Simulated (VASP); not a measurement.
P: single point with PBE

Crystal: P.

```xyz
8
Lattice="-3.9394 3.9394 3.2199 3.9394 -3.9394 3.2199 3.9394 3.9394 -3.2199" Properties=species:S:1:pos:R:3 pbc="T T T"
P     0.4691    6.3805   -0.2148
P     3.4703   -2.4412    3.0051
P     1.4982    3.4703    1.3952
P    -1.4982    4.4084    1.3952
P    -0.4691    2.4412    1.8247
P     0.4691    5.4376    1.8247
P     2.4412    3.4703    3.4347
P     1.4982    0.4691    0.2148
```

* Program: VASP 6.6.1
* Task: single point
* Functional: PBE
* Potentials or basis: VASP PAW PBE potentials, release 64 (P)
* Cutoff: 520 eV
* k mesh: 4 × 4 × 4
* Occupations: gaussian, width 0.1 eV
* Spin: no spin polarisation

| Property | Result |
| --- | --- |
| Pressure | -0.3 GPa |
| Largest force | 0.097 eV/Å |
| Band gap on the k mesh | 1.63 eV (least direct gap 1.71 eV) |

Forces in eV/Å, atoms in the order of the input:
```
P   -0.030  0.063  0.067
P    0.030 -0.063  0.067
P   -0.063  0.030  0.067
P    0.063 -0.030  0.067
P    0.030  0.063 -0.067
P   -0.030 -0.063 -0.067
P    0.063  0.030 -0.067
P   -0.063 -0.030 -0.067
```

Stress tensor (GPa, compression positive):
```
-0.37  0.00  0.00
 0.00 -0.37  0.00
 0.00  0.00 -0.29
```

Levels at points of the mesh, in eV from the valence-band top:
| k point | band 17 | band 18 | band 19 | band 20 | band 21 | band 22 | band 23 | band 24 |
| --- | --- | --- | --- | --- | --- | --- | --- | --- |
| (0.00, 0.00, 0.00) | -1.63 | -0.81 | -0.64 | -0.64 | 2.45 | 2.61 | 2.61 | 3.29 |
| (0.50, 0.00, 0.00) | -0.96 | -0.90 | -0.17 | -0.08 | 1.63 | 2.76 | 2.79 | 2.92 |
| (0.50, 0.50, 0.00) | -0.77 | -0.77 | -0.68 | -0.68 | 2.19 | 2.19 | 2.72 | 2.72 |
| (0.50, 0.50, 0.50) | -0.74 | -0.74 | -0.57 | -0.57 | 2.30 | 2.30 | 2.48 | 2.48 |

Run time: 110 s on 1 thread of Oxide Virtual Turin-like Processor, on a shared host, peak memory 0.27 GiB.

A k mesh can miss the band edges.
